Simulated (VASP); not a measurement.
A run of VASP 6.6.1 is set up as follows.

The input INCAR:

```
SYSTEM = Zr
PREC     = Accurate       ! precision mode
ENCUT    = 520            ! plane-wave cutoff, eV
EDIFF    = 1E-6           ! SCF threshold, eV
ISMEAR   = -1             ! smearing method
SIGMA    = 0.01           ! smearing width, eV
LREAL    = .FALSE.        ! projectors in reciprocal space
LASPH    = .TRUE.         ! aspherical terms in the spheres
NELM     = 80             ! most SCF steps
ALGO     = Normal         ! electronic algorithm
ISIF     = 2              ! what is computed and relaxed
LWAVE    = .FALSE.        ! write WAVECAR
LCHARG   = .FALSE.        ! write CHGCAR
GGA      = PE             ! functional
NBANDS   = 19             ! bands
```

KPOINTS

```
regular mesh
0
G
  11 11 6
  0 0 0
```

POSCAR

```
Zr
1.0
    3.2318821451      0.0000000000      0.0000000000
   -1.6159410725      2.7988920397      0.0000000000
    0.0000000000      0.0000000000      5.1741041053
Zr
2
Direct
    0.3333333333      0.6666666667      0.2500000000
    0.6666666667      0.3333333333      0.7500000000
```

Potentials or basis: VASP PAW PBE potentials, release 64 (Zr_sv).

Run with:

```bash
$ cat potpaw_PBE.64/Zr_sv/POTCAR > POTCAR
$ mpirun -np 1 vasp_std > vasp.out
```

(1) What does it give for the pressure?

(2) Predict the band gap on the k mesh.

Results:

(1) -0.1 GPa.

(2) zero (band 12 reaches 9.81 eV, above the bottom of band 13 at 8.78 eV).
